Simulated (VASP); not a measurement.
Mg: single point with PBEsol

Crystal: Mg.

```xyz
4
Lattice="2.1436 -5.2591 0.0000 2.1436 5.2591 0.0000 0.0000 0.0000 4.4535" Properties=species:S:1:pos:R:3 pbc="T T T"
Mg    2.1436    3.7632   -0.0004
Mg    2.1436   -1.4959    2.2271
Mg    2.1436   -3.7632    4.4539
Mg    2.1436    1.4959    2.2264
```

- Program: VASP 6.6.1
- Task: single point
- Functional: PBEsol
- Potentials or basis: VASP PAW PBE potentials, release 64 (Mg)
- Cutoff: 520 eV
- k mesh: 4 × 4 × 4
- Occupations: gaussian, width 0.1 eV
- Spin: no spin polarisation
- Dipole correction: no
- Further INCAR settings: ALGO = Fast; EDIFF = 1e-06; NBANDS = 12

```
Pressure               : -0.1 GPa
Largest force          : 0.018 eV/Å
Band gap on the k mesh : zero (bands 4 and 5 overlap by 2.15 eV)
```

Forces in eV/Å, atoms in the order of the input:
```
Mg   0.000 -0.018  0.002
Mg   0.000 -0.018 -0.002
Mg   0.000  0.018 -0.002
Mg   0.000  0.018  0.002
```

Stress tensor (GPa, compression positive):
```
 0.08  0.00  0.00
 0.00 -0.27  0.00
 0.00  0.00 -0.03
```

Levels at points of the mesh, in eV from the Fermi level:
```csv
k point,band 1,band 2,band 3,band 4,band 5,band 6,band 7,band 8,band 9
"(0.00, 0.00, 0.00)",-6.60,-1.34,-0.99,0.25,1.31,1.52,2.72,2.79,3.26
"(0.50, 0.00, 0.00)",-4.27,-4.27,-1.46,-1.46,2.35,2.35,2.95,2.95,4.46
"(0.50, 0.50, 0.00)",-5.68,-4.67,0.79,0.99,1.89,2.18,2.24,2.83,5.00
"(0.00, 0.00, 0.50)",-4.72,-4.72,0.36,0.36,0.82,0.82,3.20,3.20,4.44
"(0.50, 0.00, 0.50)",-2.50,-2.50,-2.38,-2.38,-0.05,-0.05,0.82,0.82,5.22
"(0.50, 0.50, 0.50)",-3.82,-3.82,-2.83,-2.83,2.48,2.48,3.57,3.57,6.74
```

It took 13 s on 1 thread of Intel(R) Xeon(R) 6975P-C (Granite Rapids), with other jobs on the host, peak memory 0.23 GiB.

Caveat: the k points lie up to 0.40 Å⁻¹ apart, too coarse for converged energies and pressures of a metal; the PAW data sets were made with another functional, which shifts forces and pressure a little.
